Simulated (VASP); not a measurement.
# Pd (Im-3m) in VASP: a series of runs

Pd is run at these levels: LDA; tasks: single point.

All numbers are computed with VASP 6.6.1; they aren't measurements. Logs are shortened: lines on timing, memory, paths and dates and some standing lists are left out, and cuts for length are marked.

### Step 1. The cell of the first run

Symmetry: Im-3m, No. 229, cubic system. The conventional cell has a = 3.086 Å, b = 3.086 Å, c = 3.086 Å, α = 90.00°, β = 90.00°, γ = 90.00°. Pd (site symmetry m-3m) has 14 Pd at 2.67 to 3.09 Å within 3.5 Å.

### Step 2. Single point, LDA

Input file INCAR:

```
  PREC = Accurate
  ENCUT = 500
  EDIFF = 1E-6
  ISMEAR = 0
  SIGMA = 0.1
  LREAL = False
  LASPH = True
  NELM = 120
  ALGO = Normal
  ISIF = 2
  LWAVE = False
  LCHARG = False
  NBANDS = 11
  GGA_COMPAT = False
```

Input file KPOINTS:

```
regular mesh
0
Gamma
  8 8 8
```

Input file POSCAR:

```
Pd
1.0
   -1.5431889841      1.5431889841      1.5431889841
    1.5431889841     -1.5431889841      1.5431889841
    1.5431889841      1.5431889841     -1.5431889841
Pd
1
Direct
    0.0000000000      0.0000000000      0.0000000000
```

Potentials or basis: VASP PAW LDA potentials, release 64 (Pd).

Command:

```console
cat potpaw_LDA.64/Pd/POTCAR > POTCAR
mpirun -np 1 vasp_std > vasp.out
```

OUTCAR:

```text
PREC = Accurate
   ENCUT = 500
   EDIFF = 1E-6
   ISMEAR = 0
   LREAL = False
   LASPH = True
   NELM = 120
   ISIF = 2

 ion  position               nearest neighbor table
   1  0.000  0.000  0.000-

  LATTYP: Found a body centered cubic cell.
 ALAT       =     3.0863779682

  Lattice vectors:

 A1 = (  -1.5431889841,   1.5431889841,   1.5431889841)
 A2 = (   1.5431889841,  -1.5431889841,   1.5431889841)
 A3 = (   1.5431889841,   1.5431889841,  -1.5431889841)

Analysis of symmetry for initial positions (statically):
=====================================================================
 Subroutine PRICEL returns:
 Original cell was already a primitive cell.

 Routine SETGRP: Setting up the symmetry group for a
 body centered cubic supercell.

 Subroutine GETGRP returns: Found 48 space group operations
 (whereof 48 operations were pure point group operations)
 out of a pool of 48 trial point group operations.

The static configuration has the point symmetry O_h .

Analysis of symmetry for dynamics (positions and initial velocities):
=====================================================================
 Subroutine PRICEL returns:
 Original cell was already a primitive cell.

 Routine SETGRP: Setting up the symmetry group for a
 body centered cubic supercell.

 Subroutine GETGRP returns: Found 48 space group operations
 (whereof 48 operations were pure point group operations)
 out of a pool of 48 trial point group operations.

The dynamic configuration has the point symmetry O_h .

 Subroutine INISYM returns: Found 48 space group operations
 (whereof 48 operations are pure point group operations),
 and found     1 'primitive' translations

----------------------------------------------------------------------------------------

                                     Primitive cell

  volume of cell :      14.7000

  direct lattice vectors                    reciprocal lattice vectors
    -1.543188984  1.543188984  1.543188984     0.000000000  0.324004386  0.324004386
     1.543188984 -1.543188984  1.543188984     0.324004386  0.000000000  0.324004386
     1.543188984  1.543188984 -1.543188984     0.324004386  0.324004386  0.000000000

  length of vectors
     2.672881726  2.672881726  2.672881726     0.458211398  0.458211398  0.458211398

  position of ions in fractional coordinates (direct lattice)
     0.000000000  0.000000000  0.000000000

  ion indices of the primitive-cell ions
   primitive index   ion index
                 1           1

----------------------------------------------------------------------------------------

 KPOINTS: regular mesh

Automatic generation of k-mesh.
 Grid dimensions read from file:
 generate k-points for:    8    8    8

 Generating k-lattice:

  Cartesian coordinates                     Fractional coordinates (reciprocal lattice)
     0.000000000  0.040500548  0.040500548     0.125000000  0.000000000  0.000000000
     0.040500548  0.000000000  0.040500548     0.000000000  0.125000000  0.000000000
     0.040500548  0.040500548  0.000000000     0.000000000  0.000000000  0.125000000

  Length of vectors
     0.057276425  0.057276425  0.057276425

  Shift w.r.t. Gamma in fractional coordinates (k-lattice)
     0.000000000  0.000000000  0.000000000

 Subroutine IBZKPT returns following result:
 ===========================================

 Found     29 irreducible k-points:

 Following reciprocal coordinates:
            Coordinates               Weight
  0.000000  0.000000  0.000000      1.000000
  0.125000  0.000000  0.000000     12.000000
  0.250000  0.000000  0.000000     12.000000
  0.375000  0.000000  0.000000     12.000000
  0.500000  0.000000  0.000000      6.000000
  0.125000  0.125000  0.000000     24.000000
[... 16 lines left out ...]
 -0.250000  0.250000  0.250000      6.000000
 -0.375000  0.375000  0.250000     24.000000
 [... further k-points ...]
   k-points           NKPTS =     29   k-points in BZ     NKDIM =     29   number of bands    NBANDS=     11
   number of dos      NEDOS =    301   number of ions     NIONS =      1
   total plane-waves  NPLWV =   8000
   dimension x,y,z NGX =    20 NGY =   20 NGZ =   20
   dimension x,y,z NGXF=    40 NGYF=   40 NGZF=   40
   ions per type =               1
   NGX,Y,Z   is equivalent  to a cutoff of  12.44, 12.44, 12.44 a.u.
   NGXF,Y,Z  is equivalent  to a cutoff of  24.88, 24.88, 24.88 a.u.
 SYSTEM =  unknown system
   PREC   = accura    normal or accurate (medium, high low for compatibility)
   ISTART =      0    job   : 0-new  1-cont  2-samecut
   ICHARG =      2    charge: 1-file 2-atom 10-const
   ISPIN  =      1    spin polarized calculation?
   LNONCOLLINEAR =      F non collinear calculations
   LSORBIT =      F    spin-orbit coupling
   LASPH  =      T    aspherical Exc in radial PAW
   ENCUT  =  500.0 eV  36.75 Ry    6.06 a.u.   4.87  4.87  4.87*2*pi/ulx,y,z
   NELM   =    120;   NELMIN=  2; NELMDL= -5     # of ELM steps
   EDIFF  = 0.1E-05   stopping-criterion for ELM
   LREAL  =      F    real-space projection
   EDIFFG = 0.1E-04   stopping-criterion for IOM
   NSW    =      0    number of steps for IOM
   IBRION =     -1    ionic relax: 0-MD 1-quasi-New 2-CG
   NFREE  =      0    steps in history (QN), initial steepest desc. (CG)
   ISIF   =      2    stress and relaxation
   ISYM   =      2    0-nonsym 1-usesym 2-fastsym
   POTIM  = 0.5000    time-step for ionic-motion
   TEBEG  =    0.0;   TEEND  =   0.0 temperature during run
   PSTRESS=    0.0 pullay stress
   NELECT =      10.0000    total number of electrons
   NUPDOWN=      -1.0000    fix difference up-down
   EMIN   =  10.00;   EMAX   =-10.00  energy-range for DOS
   EFERMI =   0.00;   METHOD = LEGACY
   ISMEAR =     0;   SIGMA  =   0.10  broadening in eV -4-tet -1-fermi 0-gaus
   EFERMI_NEDOS =   21; number of points for ismear=-14 and -15
   IALGO  =     38    algorithm
   IMIX   =      4    mixing-type and parameters
     AMIX     =   0.40;   BMIX     =  1.00
     AMIX_MAG =   1.60;   BMIX_MAG =  1.00
  volume/ion in A,a.u.               =      14.70        99.20
  Fermi-wavevector in a.u.,A,eV,Ry     =   1.439801  2.720829 28.205233  2.073026
  Thomas-Fermi vector in A             =   2.558616
   LORBIT       =      0    0 simple, 1 ext, 2 COOP (PROOUT), +10 PAW based schemes
   GGA     = CA    functional components
   LHFCALC =     F    Hartree Fock is set to
   AEXX    =    0.0000 exact exchange contribution
   IVDW    =     0    specifies the selected vdW correction
   LEPSILON=     F    determine dielectric tensor
   LRPA    =     F    only Hartree local field effects (RPA)
 non-spin polarized calculation
 Gauss-broadening in eV      SIGMA  =   0.10
  energy-cutoff  :      500.00
  volume of cell :       14.70
 maximum number of plane-waves:       384
   NGX =  9   NGY =  9   NGZ =  9

 number of electron      10.0000000 magnetization

 number of electron       9.9999999 magnetization

 Free energy of the ion-electron system (eV)
  ---------------------------------------------------
  ext. energy  EPLUGINS =         0.00000000
  ---------------------------------------------------
  free energy    TOTEN  =        -6.40810718 eV

  energy without entropy =       -6.39823577  energy(sigma->0) =       -6.40317148

 E-fermi :   9.6153     XC(G=0): -13.5338

 val. band max:        9.6116669882   @ k =  -0.3750   0.5000   0.1250
 cond. band min:       9.6495148091   @ k =  -0.3750   0.5000   0.2500
 fundamental gap:      0.0378478209
 Fermi energy:         9.6152738523

 k-point     1 :       0.0000    0.0000    0.0000
  band No.  band energies     occupation
      1       2.3926      2.00000
      2       6.6383      2.00000
      3       6.6383      2.00000
      4       6.6383      2.00000
      5       8.6985      2.00000
      6       8.6985      2.00000
      7      28.9699      0.00000
      8      28.9699      0.00000
      9      28.9699      0.00000
     10      35.5755      0.00000
     11      37.6749      0.00000

 k-point     2 :       0.1250    0.0000    0.0000
  band No.  band energies     occupation
      1       2.9748      2.00000
      2       6.4405      2.00000
      3       6.6426      2.00000
      4       7.0658      2.00000
      5       8.4946      2.00000
      6       8.7153      2.00000
      7      28.4812      0.00000
      8      28.9321      0.00000
      9      29.6941      0.00000
     10      34.7841      0.00000
     11      35.1770      0.00000

 k-point     3 :       0.2500    0.0000    0.0000
  band No.  band energies     occupation
      1       4.1935      2.00000
      2       5.9920      2.00000
      3       6.9219      2.00000
      4       8.2129      2.00000
      5       8.3592      2.00000
      6       8.7817      2.00000
      7      25.1571      0.00000
      8      27.4304      0.00000
      9      31.4961      0.00000
     10      32.3723      0.00000
     11      34.2492      0.00000

 k-point     4 :       0.3750    0.0000    0.0000
  band No.  band energies     occupation
      1       4.4053      2.00000
      2       5.5785      2.00000
      3       8.4592      2.00000
      4       8.8874      2.00000
      5       9.0429      2.00000
      6       9.5954      1.22111
      7      20.3880      0.00000
      8      25.4953      0.00000
      9      28.8205      0.00000
     10      33.3634      0.00000
     11      34.7721      0.00000
[... 239 lines left out ...]
 k-point    22 :       0.2500    0.2500    0.2500
  band No.  band energies     occupation
      1       6.0023      2.00000
      2       6.0023      2.00000
      3       6.0023      2.00000
      4       8.9947      2.00000
      5       8.9947      2.00000
      6      18.3871      0.00000
      7      19.1811      0.00000
      8      19.1811      0.00000
      9      19.1811      0.00000
     10      35.6310      0.00000
     11      40.4389      0.00000

 k-point    23 :      -0.2500    0.2500    0.2500
  band No.  band energies     occupation
      1       5.4842      2.00000
      2       6.3212      2.00000
      3       7.2872      2.00000
      4       7.2872      2.00000
      5       8.1319      2.00000
      6      10.3414      0.00000
      7      26.6040      0.00000
      8      26.6099      0.00000
      9      26.6099      0.00000
     10      27.3204      0.00000
     11      35.5741      0.00000

 k-point    24 :      -0.3750    0.3750    0.2500
  band No.  band energies     occupation
      1       5.3717      2.00000
      2       5.7782      2.00000
      3       7.2934      2.00000
      4       7.8972      2.00000
      5       9.3331      1.99993
      6      12.5572      0.00000
      7      21.5924      0.00000
      8      24.0495      0.00000
      9      26.5393      0.00000
     10      28.9680      0.00000
     11      35.4843      0.00000

 [... further k-points ...]
[... 5 lines left out ...]
  --------------------------------------------------------------------------------------
  -------------------------------------------------------------------------------------
  Total       -0.5078995     -0.5078995     -0.5078995     -0.0000000     -0.0000000      0.0000000
  in kB      -55.3568041    -55.3568041    -55.3568041     -0.0000000     -0.0000000      0.0000000
  external PRESSURE =     -55.3568041 kB  Pullay stress =       0.0000000 kB

 VOLUME and BASIS-vectors are now :
 -----------------------------------------------------------------------------
  energy-cutoff  :      500.00
  volume of cell :       14.70
      direct lattice vectors                 reciprocal lattice vectors
    -1.543188984  1.543188984  1.543188984     0.000000000  0.324004386  0.324004386
     1.543188984 -1.543188984  1.543188984     0.324004386  0.000000000  0.324004386
     1.543188984  1.543188984 -1.543188984     0.324004386  0.324004386  0.000000000

 POSITION                                       TOTAL-FORCE (eV/Angst)
 -----------------------------------------------------------------------------------
      0.00000      0.00000      0.00000         0.000000      0.000000      0.000000
 -----------------------------------------------------------------------------------
    total drift:                                0.000000     -0.000000      0.000000

  FREE ENERGIE OF THE ION-ELECTRON SYSTEM (eV)
  ---------------------------------------------------
  free  energy   TOTEN  =        -6.4081071788 eV

  energy  without entropy=       -6.3982357712  energy(sigma->0) =       -6.40317148
```

It took 3.8 s on 1 thread of Intel Xeon 8259CL, shared host; peak memory 0.12 GiB.

What came out:

| Quantity | Value |
| --- | --- |
| Free energy | -6.4081 eV |
| Pressure | -5.5 GPa |
| Band gap on the k mesh | zero (band 5 reaches 10.27 eV, above the bottom of band 6 at 8.70 eV) |

### Step 3. Single point, LDA

This run uses another cell than the first one, of 14.25 Å³/atom, 0.969 times its volume.

Input file INCAR:

```
SYSTEM = Pd
PREC     = Accurate       ! precision mode
ENCUT    = 500            ! plane-wave cutoff, eV
EDIFF    = 1E-6           ! SCF threshold, eV
ISMEAR   = 0              ! smearing method
SIGMA    = 0.1            ! smearing width, eV
LREAL    = .False.        ! projectors in reciprocal space
LASPH    = .True.         ! aspherical terms in the spheres
NELM     = 120            ! most SCF steps
ALGO     = Normal         ! electronic algorithm
ISIF     = 2              ! what is computed and relaxed
LWAVE    = .False.        ! write WAVECAR
LCHARG   = .False.        ! write CHGCAR
GGA      = CA             ! functional
NBANDS   = 11             ! bands
GGA_COMPAT= .False.
```

Input file KPOINTS:

```
regular mesh
0
Gamma
  18 18 18
  0 0 0
```

Input file POSCAR:

```
Pd
1.0
   -1.5272159217      1.5272159217      1.5272159217
    1.5272159217     -1.5272159217      1.5272159217
    1.5272159217      1.5272159217     -1.5272159217
Pd
1
Direct
    0.0000000000      0.0000000000      0.0000000000
```

Potentials or basis: VASP PAW LDA potentials, release 64 (Pd).

Command:

```console
cat potpaw_LDA.64/Pd/POTCAR > POTCAR
mpirun -np 1 vasp_std > vasp.out
```

Run time: 18 s. Hardware: 1 thread of Intel Xeon 8259CL, shared host; peak memory 0.14 GiB.

The run converged. Its results:

```yaml
Free_energy: -6.4429 eV
Pressure: 0.3 GPa
Band_gap_on_the_k_mesh: zero (band 5 reaches 10.85 eV, above the bottom of band 6 at 9.08 eV)
```

Levels at points of the mesh, in eV from the Fermi level:
```csv
k point,band 3,band 4,band 5,band 6,band 7,band 8
"(0.00, 0.00, 0.00)",-3.17,-3.17,-1.01,-1.01,19.38,19.38
"(0.50, 0.00, 0.00)",-1.09,-0.75,0.66,1.26,8.20,15.15
"(0.50, 0.50, 0.50)",0.24,0.24,0.24,9.25,9.25,9.25
```
